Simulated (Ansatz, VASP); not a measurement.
**Two plane-wave programs on CdS**

Contents of INCAR:

```
PREC = Accurate ; ENCUT = 520
EDIFF = 1E-7 ; ISMEAR = 0
SIGMA = 0.1 ; LREAL = False
LASPH = True ; NELM = 100
ALGO = Normal ; ISIF = 2
LWAVE = False ; LCHARG = False
GGA = PE ; NBANDS = 36
```

The input KPOINTS:

```
Automatic mesh
0
Gamma
  3 3 6
```

The input POSCAR:

```
CdS
1.0
    6.2771403500      0.0000000000      0.0000000000
   -3.1385701700      5.4361630000      0.0000000000
    0.0000000000      0.0000000000      3.7018975000
Cd S
3 3
Direct
    0.6226507000      0.0000000000      0.6666666700
    0.0000000000      0.6226507000      0.3333333300
    0.3773493000      0.3773493000      0.0000000000
    0.3773493000      0.0000000000      0.1666666700
    0.0000000000      0.3773493000      0.8333333300
    0.6226507000      0.6226507000      0.5000000000
```

Input for Ansatz:

```yaml
crystal:
  lattice:
    - [6.27714035, 0.0, 0.0]
    - [-3.13857017, 5.436163, 0.0]
    - [0.0, 0.0, 3.7018975]
  atoms:
    - { symbol: Cd, position: [0.6226507, 0.0, 0.66666667] }
    - { symbol: Cd, position: [0.0, 0.6226507, 0.33333333] }
    - { symbol: Cd, position: [0.3773493, 0.3773493, 0.0] }
    - { symbol: S, position: [0.3773493, 0.0, 0.16666667] }
    - { symbol: S, position: [0.0, 0.3773493, 0.83333333] }
    - { symbol: S, position: [0.6226507, 0.6226507, 0.5] }
basis:
  ecutwfc: 420
kpoints:
  mp_grid: { grid: [3, 3, 6] }
hamiltonian:
  xc: pbe
scf:
  occupations: { method: gaussian, width: 0.1 }
  lower_state_search: "off"
output:
  forces: true
  stress: true
  eigenvalues: true
```

Alike in both runs: task single point; functional PBE; k mesh 3 × 3 × 6; occupations gaussian, width 0.1 eV; no spin polarisation.

```csv
,VASP,Ansatz
version,VASP 6.6.1,Ansatz 0.2.0
potentials or method,"VASP PAW PBE potentials, release 64 (Cd, S), cutoff 520 eV","scalar-relativistic, plane waves, PAW"
valence electrons in the cell,54,78
```

Ansatz gave:

| Property | Result |
| --- | --- |
| gap on the k mesh at the Fermi level (eV) | 1.43 |
| least direct gap on the mesh (eV) | 1.43 |
| pressure (GPa) | 15.4 |
| traceless stress, the component that is largest in VASP (GPa) | 3.33 |
| rms of the force components (eV/Å) | 0.537 |

Q: Estimate VASP's values.

A: gap on the k mesh at the Fermi level (eV): 1.44; least direct gap on the mesh (eV): 1.44; pressure (GPa): 16.1; traceless stress, the component that is largest in VASP (GPa): 3.39; rms of the force components (eV/Å): 0.553.

Atom by atom the forces differ by 0.016 eV/Å (rms over components). With one functional, cell and mesh, what is left measures potentials, basis and numerics. VASP's potentials hold 54 valence electrons a cell and Ansatz's 78, so a difference there can come from the potentials and not from the codes.
